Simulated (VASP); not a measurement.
# SiC (F-43m) in VASP: further runs

Runs on SiC. Level: PBE. Tasks: single point, relaxation of cell and atoms.

Program: VASP 6.6.1. These are calculated values, not measurements. Logs are shortened: lines on timing, memory, paths and dates and some standing lists are left out, and cuts for length are marked.

**1. The cell of the first run**

Symmetry: F-43m, No. 216, cubic system. Conventional cell: a = 4.380 Å, b = 4.380 Å, c = 4.380 Å, α = 90.00°, β = 90.00°, γ = 90.00°. Within 2.5 Å of Si (site symmetry -43m) lie 4 C at 1.90 Å. Within 2.5 Å of C (site symmetry -43m) lie 4 Si at 1.90 Å.

**2. Single point, PBE**

Input file INCAR:

```
SYSTEM = SiC
PREC = Accurate
ENCUT = 520
EDIFF = 1E-6
ISMEAR = 0
SIGMA = 0.02
LREAL = .False.
LASPH = .True.
NELM = 80
ALGO = Normal
ISIF = 2
LWAVE = .False.
LCHARG = .False.
GGA = PE
NBANDS = 11
```

Input file KPOINTS:

```
regular mesh
0
Gamma
  10 10 10
  0 0 0
```

Input file POSCAR:

```
SiC
1.0
    0.0000000000      2.1898276897      2.1898276897
    2.1898276897      0.0000000000      2.1898276897
    2.1898276897      2.1898276897      0.0000000000
Si C
1 1
Direct
    0.2500000000      0.2500000000      0.2500000000
    0.5000000000      0.5000000000      0.5000000000
```

Potentials or basis: VASP PAW PBE potentials, release 64 (Si, C).

Run with:

```console
> cat potpaw_PBE.64/Si/POTCAR potpaw_PBE.64/C/POTCAR > POTCAR
> mpirun -np 1 vasp_std > vasp.out
```

OUTCAR:

```text
SYSTEM = SiC
   PREC = Accurate
   ENCUT = 520
   EDIFF = 1E-6
   ISMEAR = 0
   LREAL = .False.
   LASPH = .True.
   NELM = 80
   ISIF = 2
   GGA = PE

 ion  position               nearest neighbor table
   1  0.250  0.250  0.250-   2 1.90   2 1.90   2 1.90   2 1.90
   2  0.500  0.500  0.500-   1 1.90   1 1.90   1 1.90   1 1.90

  LATTYP: Found a face centered cubic cell.
 ALAT       =     4.3796553794

  Lattice vectors:

 A1 = (   0.0000000000,   2.1898276897,   2.1898276897)
 A2 = (   2.1898276897,   0.0000000000,   2.1898276897)
 A3 = (   2.1898276897,   2.1898276897,   0.0000000000)

Analysis of symmetry for initial positions (statically):
=====================================================================
 Subroutine PRICEL returns:
 Original cell was already a primitive cell.

 Routine SETGRP: Setting up the symmetry group for a
 face centered cubic supercell.

 Subroutine GETGRP returns: Found 24 space group operations
 (whereof 24 operations were pure point group operations)
 out of a pool of 48 trial point group operations.

The static configuration has the point symmetry T_d .

Analysis of symmetry for dynamics (positions and initial velocities):
=====================================================================
 Subroutine PRICEL returns:
 Original cell was already a primitive cell.

 Routine SETGRP: Setting up the symmetry group for a
 face centered cubic supercell.

 Subroutine GETGRP returns: Found 24 space group operations
 (whereof 24 operations were pure point group operations)
 out of a pool of 48 trial point group operations.

The dynamic configuration has the point symmetry T_d .

 Subroutine INISYM returns: Found 24 space group operations
 (whereof 24 operations are pure point group operations),
 and found     1 'primitive' translations

----------------------------------------------------------------------------------------

                                     Primitive cell

  volume of cell :      21.0020

  direct lattice vectors                    reciprocal lattice vectors
     0.000000000  2.189827690  2.189827690    -0.228328467  0.228328467  0.228328467
     2.189827690  0.000000000  2.189827690     0.228328467 -0.228328467  0.228328467
     2.189827690  2.189827690  0.000000000     0.228328467  0.228328467 -0.228328467

  length of vectors
     3.096884018  3.096884018  3.096884018     0.395476506  0.395476506  0.395476506

  position of ions in fractional coordinates (direct lattice)
     0.250000000  0.250000000  0.250000000
     0.500000000  0.500000000  0.500000000

  ion indices of the primitive-cell ions
   primitive index   ion index
                 1           1
                 2           2

----------------------------------------------------------------------------------------

 KPOINTS: regular mesh

Automatic generation of k-mesh.
 Grid dimensions read from file:
 generate k-points for:   10   10   10

 Generating k-lattice:

  Cartesian coordinates                     Fractional coordinates (reciprocal lattice)
    -0.022832847  0.022832847  0.022832847     0.100000000  0.000000000  0.000000000
     0.022832847 -0.022832847  0.022832847     0.000000000  0.100000000  0.000000000
     0.022832847  0.022832847 -0.022832847     0.000000000  0.000000000  0.100000000

  Length of vectors
     0.039547651  0.039547651  0.039547651

  Shift w.r.t. Gamma in fractional coordinates (k-lattice)
     0.000000000  0.000000000  0.000000000

 Subroutine IBZKPT returns following result:
 ===========================================

 Found     47 irreducible k-points:

 Following reciprocal coordinates:
            Coordinates               Weight
  0.000000  0.000000  0.000000      1.000000
  0.100000  0.000000  0.000000      8.000000
  0.200000  0.000000  0.000000      8.000000
  0.300000  0.000000  0.000000      8.000000
  0.400000  0.000000  0.000000      8.000000
  0.500000  0.000000  0.000000      4.000000
[... 16 lines left out ...]
  0.300000  0.300000  0.000000      6.000000
  0.400000  0.300000  0.000000     24.000000
 [... further k-points ...]
   k-points           NKPTS =     47   k-points in BZ     NKDIM =     47   number of bands    NBANDS=     11
   number of dos      NEDOS =    301   number of ions     NIONS =      2
   total plane-waves  NPLWV =  13824
   dimension x,y,z NGX =    24 NGY =   24 NGZ =   24
   dimension x,y,z NGXF=    48 NGYF=   48 NGZF=   48
   ions per type =               1   1
   NGX,Y,Z   is equivalent  to a cutoff of  12.88, 12.88, 12.88 a.u.
   NGXF,Y,Z  is equivalent  to a cutoff of  25.77, 25.77, 25.77 a.u.
 SYSTEM =  SiC
   PREC   = accura    normal or accurate (medium, high low for compatibility)
   ISTART =      0    job   : 0-new  1-cont  2-samecut
   ICHARG =      2    charge: 1-file 2-atom 10-const
   ISPIN  =      1    spin polarized calculation?
   LNONCOLLINEAR =      F non collinear calculations
   LSORBIT =      F    spin-orbit coupling
   LASPH  =      T    aspherical Exc in radial PAW
   ENCUT  =  520.0 eV  38.22 Ry    6.18 a.u.   5.76  5.76  5.76*2*pi/ulx,y,z
   NELM   =     80;   NELMIN=  2; NELMDL= -5     # of ELM steps
   EDIFF  = 0.1E-05   stopping-criterion for ELM
   LREAL  =      F    real-space projection
   EDIFFG = 0.1E-04   stopping-criterion for IOM
   NSW    =      0    number of steps for IOM
   IBRION =     -1    ionic relax: 0-MD 1-quasi-New 2-CG
   NFREE  =      0    steps in history (QN), initial steepest desc. (CG)
   ISIF   =      2    stress and relaxation
   ISYM   =      2    0-nonsym 1-usesym 2-fastsym
   POTIM  = 0.5000    time-step for ionic-motion
   TEBEG  =    0.0;   TEEND  =   0.0 temperature during run
   PSTRESS=    0.0 pullay stress
   NELECT =       8.0000    total number of electrons
   NUPDOWN=      -1.0000    fix difference up-down
   EMIN   =  10.00;   EMAX   =-10.00  energy-range for DOS
   EFERMI =   0.00;   METHOD = LEGACY
   ISMEAR =     0;   SIGMA  =   0.02  broadening in eV -4-tet -1-fermi 0-gaus
   EFERMI_NEDOS =   21; number of points for ismear=-14 and -15
   IALGO  =     38    algorithm
   IMIX   =      4    mixing-type and parameters
     AMIX     =   0.40;   BMIX     =  1.00
     AMIX_MAG =   1.60;   BMIX_MAG =  1.00
  volume/ion in A,a.u.               =      10.50        70.86
  Fermi-wavevector in a.u.,A,eV,Ry     =   1.186729  2.242593 19.161434  1.408326
  Thomas-Fermi vector in A             =   2.322895
   LORBIT       =      0    0 simple, 1 ext, 2 COOP (PROOUT), +10 PAW based schemes
   GGA     = PE    functional components
   LHFCALC =     F    Hartree Fock is set to
   AEXX    =    0.0000 exact exchange contribution
   IVDW    =     0    specifies the selected vdW correction
   LEPSILON=     F    determine dielectric tensor
   LRPA    =     F    only Hartree local field effects (RPA)
 non-spin polarized calculation
 Gauss-broadening in eV      SIGMA  =   0.02
  energy-cutoff  :      520.00
  volume of cell :       21.00
 maximum number of plane-waves:       588
   NGX = 11   NGY = 11   NGZ = 11

 number of electron       8.0000001 magnetization

 Free energy of the ion-electron system (eV)
  ---------------------------------------------------
  ext. energy  EPLUGINS =         0.00000000
  ---------------------------------------------------
  free energy    TOTEN  =       -15.06083325 eV

  energy without entropy =      -15.06083325  energy(sigma->0) =      -15.06083325

 E-fermi :   8.0498     XC(G=0): -11.2914

 val. band max:        7.9409961996   @ k =   0.0000   0.0000   0.0000
 cond. band min:       9.3114415794   @ k =   0.5000   0.5000   0.0000
 fundamental gap:      1.3704453798
 Fermi energy:         8.0497841145

 k-point     1 :       0.0000    0.0000    0.0000
  band No.  band energies     occupation
      1      -7.3461      2.00000
      2       7.9410      2.00000
      3       7.9410      2.00000
      4       7.9410      2.00000
      5      14.0007      0.00000
      6      15.1457      0.00000
      7      15.1457      0.00000
      8      15.1457      0.00000
      9      22.3609      0.00000
     10      22.3609      0.00000
     11      24.1916      0.00000

 k-point     2 :       0.1000    0.0000    0.0000
  band No.  band energies     occupation
      1      -7.1531      2.00000
      2       6.9343      2.00000
      3       7.8077      2.00000
      4       7.8077      2.00000
      5      14.2833      0.00000
      6      15.3868      0.00000
      7      15.3868      0.00000
      8      15.4009      0.00000
      9      21.4270      0.00000
     10      21.4270      0.00000
     11      24.0922      0.00000

 k-point     3 :       0.2000    0.0000    0.0000
  band No.  band energies     occupation
      1      -6.5826      2.00000
      2       4.8290      2.00000
      3       7.5019      2.00000
      4       7.5019      2.00000
      5      14.0131      0.00000
      6      15.7493      0.00000
      7      15.7493      0.00000
      8      16.5862      0.00000
      9      20.7669      0.00000
     10      20.7669      0.00000
     11      23.2159      0.00000

 k-point     4 :       0.3000    0.0000    0.0000
  band No.  band energies     occupation
      1      -5.6708      2.00000
      2       2.5389      2.00000
      3       7.1870      2.00000
      4       7.1870      2.00000
      5      13.6048      0.00000
      6      15.6313      0.00000
      7      15.6313      0.00000
      8      17.5780      0.00000
      9      21.5633      0.00000
     10      21.5633      0.00000
     11      22.9290      0.00000
[... 239 lines left out ...]
 k-point    22 :      -0.2000    0.2000    0.0000
  band No.  band energies     occupation
      1      -5.3646      2.00000
      2       3.1637      2.00000
      3       4.7529      2.00000
      4       7.2938      2.00000
      5      14.4267      0.00000
      6      15.8216      0.00000
      7      16.2222      0.00000
      8      16.9778      0.00000
      9      19.4082      0.00000
     10      23.2159      0.00000
     11      26.9267      0.00000

 k-point    23 :       0.3000    0.3000    0.0000
  band No.  band energies     occupation
      1      -5.1013      2.00000
      2       3.5870      2.00000
      3       5.5999      2.00000
      4       5.5999      2.00000
      5      11.0851      0.00000
      6      13.4967      0.00000
      7      19.3298      0.00000
      8      19.3298      0.00000
      9      20.1816      0.00000
     10      24.9174      0.00000
     11      29.4530      0.00000

 k-point    24 :       0.4000    0.3000    0.0000
  band No.  band energies     occupation
      1      -4.2443      2.00000
      2       2.3774      2.00000
      3       4.8195      2.00000
      4       5.3397      2.00000
      5      10.7993      0.00000
      6      13.5037      0.00000
      7      19.4041      0.00000
      8      19.7325      0.00000
      9      21.5359      0.00000
     10      25.8813      0.00000
     11      28.9693      0.00000

 [... further k-points ...]
[... 5 lines left out ...]
  --------------------------------------------------------------------------------------
  -------------------------------------------------------------------------------------
  Total       -0.0048517     -0.0048517     -0.0048517     -0.0000000     -0.0000000      0.0000000
  in kB       -0.3701209     -0.3701209     -0.3701209     -0.0000000     -0.0000000      0.0000000
  external PRESSURE =      -0.3701209 kB  Pullay stress =       0.0000000 kB

 VOLUME and BASIS-vectors are now :
 -----------------------------------------------------------------------------
  energy-cutoff  :      520.00
  volume of cell :       21.00
      direct lattice vectors                 reciprocal lattice vectors
     0.000000000  2.189827690  2.189827690    -0.228328467  0.228328467  0.228328467
     2.189827690  0.000000000  2.189827690     0.228328467 -0.228328467  0.228328467
     2.189827690  2.189827690  0.000000000     0.228328467  0.228328467 -0.228328467

 POSITION                                       TOTAL-FORCE (eV/Angst)
 -----------------------------------------------------------------------------------
      1.09491      1.09491      1.09491         0.000000      0.000000      0.000000
      2.18983      2.18983      2.18983        -0.000000     -0.000000     -0.000000
 -----------------------------------------------------------------------------------
    total drift:                                0.000000      0.000000      0.000000

  FREE ENERGIE OF THE ION-ELECTRON SYSTEM (eV)
  ---------------------------------------------------
  free  energy   TOTEN  =       -15.0608332511 eV

  energy  without entropy=      -15.0608332511  energy(sigma->0) =      -15.06083325
```

Wall time 3.5 s (1 thread of Intel Xeon 6975P-C (Granite Rapids), shared host); peak memory 0.13 GiB.

What came out:

```
Free energy            : -15.0608 eV
Pressure               : 0.0 GPa
Band gap on the k mesh : 1.37 eV, indirect (least direct gap 4.53 eV)
```

**3. Relaxation of cell and atoms, PBE**

Input file INCAR:

```
SYSTEM = SiC
PREC = Accurate
ENCUT = 600
EDIFF = 1E-6
ISMEAR = 0
SIGMA = 0.02
LREAL = .FALSE.
LASPH = .TRUE.
NELM = 100
ALGO = Normal
ISIF = 3
LWAVE = .FALSE.
LCHARG = .FALSE.
GGA = PE
IBRION = 2
NSW = 100
EDIFFG = -0.01
```

Input file KPOINTS:

```
regular mesh
0
G
  10 10 10
  0 0 0
```

POSCAR is that of step 2.

Potentials or basis: VASP PAW PBE potentials, release 64 (Si, C).

Run with:

```console
> cat potpaw_PBE.64/Si/POTCAR potpaw_PBE.64/C/POTCAR > POTCAR
> mpirun -np 1 vasp_std > vasp.out
```

OUTCAR:

```text
SYSTEM = SiC
   PREC = Accurate
   ENCUT = 600
   EDIFF = 1E-6
   ISMEAR = 0
   LREAL = .FALSE.
   LASPH = .TRUE.
   NELM = 100
   ISIF = 3
   GGA = PE
   IBRION = 2
   NSW = 100
   EDIFFG = -0.01

 ion  position               nearest neighbor table
   1  0.250  0.250  0.250-   2 1.90   2 1.90   2 1.90   2 1.90
   2  0.500  0.500  0.500-   1 1.90   1 1.90   1 1.90   1 1.90

  LATTYP: Found a face centered cubic cell.
 ALAT       =     4.3796553794

  Lattice vectors:

 A1 = (   0.0000000000,   2.1898276897,   2.1898276897)
 A2 = (   2.1898276897,   0.0000000000,   2.1898276897)
 A3 = (   2.1898276897,   2.1898276897,   0.0000000000)

Analysis of symmetry for initial positions (statically):
=====================================================================
 Subroutine PRICEL returns:
[... 251 lines left out ...]
  free energy    TOTEN  =       -15.06219971 eV

  energy without entropy =      -15.06219971  energy(sigma->0) =      -15.06219971

 E-fermi :   8.1065     XC(G=0): -11.2949

 val. band max:        7.9490601537   @ k =   0.0000   0.0000   0.0000
 cond. band min:       9.3194642958   @ k =   0.5000   0.5000   0.0000
 fundamental gap:      1.3704041421
 Fermi energy:         8.1065291650

 k-point     1 :       0.0000    0.0000    0.0000
  band No.  band energies     occupation
      1      -7.3440      2.00000
      2       7.9491      2.00000
      3       7.9491      2.00000
      4       7.9491      2.00000
      5      14.0179      0.00000
      6      15.1599      0.00000
      7      15.1599      0.00000
      8      15.1599      0.00000
[... 243 lines left out ...]
 k-point    24 :       0.4000    0.3000    0.0000
  band No.  band energies     occupation
      1      -4.2402      2.00000
      2       2.3848      2.00000
      3       4.8262      2.00000
      4       5.3467      2.00000
      5      10.8087      0.00000
      6      13.5159      0.00000
      7      19.4206      0.00000
      8      19.7482      0.00000

 [... further k-points ...]
[... 5 lines left out ...]
  --------------------------------------------------------------------------------------
  -------------------------------------------------------------------------------------
  Total        0.0006565      0.0006565      0.0006565      0.0000000      0.0000000      0.0000000
  in kB        0.0501248      0.0501248      0.0501248      0.0000000      0.0000000      0.0000000
  external PRESSURE =       0.0501248 kB  Pullay stress =       0.0000000 kB
[... 17 lines left out ...]
  FREE ENERGIE OF THE ION-ELECTRON SYSTEM (eV)
  ---------------------------------------------------
  free  energy   TOTEN  =       -15.0621997137 eV

  energy  without entropy=      -15.0621997137  energy(sigma->0) =      -15.06219971

 reached required accuracy - stopping structural energy minimisation
```

CONTCAR:

```text
SiC
   1.00000000000000
     0.0000000000000000    2.1892408213069121    2.1892408213069121
     2.1892408213069121    0.0000000000000000    2.1892408213069121
     2.1892408213069121    2.1892408213069121   -0.0000000000000000
  Si              C
     1     1
Direct
     0.2500000000000000    0.2500000000000000    0.2500000000000000
     0.5000000000000000    0.5000000000000000    0.5000000000000000

  0.00000000E+00  0.00000000E+00  0.00000000E+00
  0.00000000E+00  0.00000000E+00  0.00000000E+00
```

Run time: 8.5 s. Hardware: 1 thread of Intel Xeon 6975P-C (Granite Rapids), shared host; peak memory 0.15 GiB.

Results:

```yaml
Free_energy: -15.0622 eV
Relaxed_volume: 10.49 Å³/atom
Relaxed_cell: a = 3.096 Å, b = 3.096 Å, c = 3.096 Å, α = 60.00°, β = 60.00°, γ = 60.00°
Space_group_after_relaxing_to_0.05_Å: F-43m (No. 216)
Energy_gained_by_relaxing: 0.0 meV/atom
Ionic_steps: 3
Pressure_after_relaxing: 0.0 GPa
Band_gap_on_the_k_mesh: 1.37 eV, indirect (least direct gap 4.53 eV)
```

Final structure:
```xyz
2
Lattice="0.0000 2.1892 2.1892 2.1892 0.0000 2.1892 2.1892 2.1892 0.0000" Properties=species:S:1:pos:R:3 pbc="T T T"
Si    1.0946    1.0946    1.0946
C     2.1892    2.1892    2.1892
```

Levels at points of the mesh, in eV from the valence-band top:
```csv
k point,band 2,band 3,band 4,band 5,band 6,band 7
"(0.00, 0.00, 0.00)",0.00,0.00,0.00,6.07,7.21,7.21
"(0.50, 0.00, 0.00)",-8.46,-1.05,-1.05,5.31,7.17,7.17
"(0.50, 0.50, 0.00)",-7.75,-3.16,-3.16,1.37,4.27,13.87
```
